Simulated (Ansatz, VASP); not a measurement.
Be3ZnTe4: VASP beside Ansatz

```xyz
8
Lattice="5.7956 0.0000 0.0000 0.0000 5.7956 0.0000 0.0000 0.0000 5.7956" Properties=species:S:1:pos:R:3 pbc="T T T"
Be    0.0000    2.8978    0.0000
Be    0.0000    0.0000    2.8978
Be    2.8978    0.0000    0.0000
Zn    2.8978    2.8978    2.8978
Te    1.3872    4.4084    4.4084
Te    1.3872    1.3872    1.3872
Te    4.4084    4.4084    1.3872
Te    4.4084    1.3872    4.4084
```

Alike in both runs: task single point; functional PBE; k mesh 4 × 4 × 4; occupations gaussian, width 0.1 eV; no spin polarisation.

|  | VASP | Ansatz |
| --- | --- | --- |
| version | VASP 6.6.1 | Ansatz 0.2.0 |
| potentials or method | VASP PAW PBE potentials, release 64 (Be, Zn, Te), cutoff 520 eV | scalar-relativistic, plane waves, PAW |
| valence electrons in the cell | 42 | 82 |

Ansatz gave:

```
gap on the k mesh at the Fermi level (eV) : 1.88
least direct gap on the mesh (eV)         : 1.88
pressure (GPa)                            : 0.0
```

Q: Which values does VASP return?

A: gap on the k mesh at the Fermi level (eV): 1.87; least direct gap on the mesh (eV): 1.87; pressure (GPa): 0.1.

VASP's potentials hold 42 valence electrons a cell and Ansatz's 82, so a difference there can come from the potentials and not from the codes.

Spin-orbit coupling is off throughout.
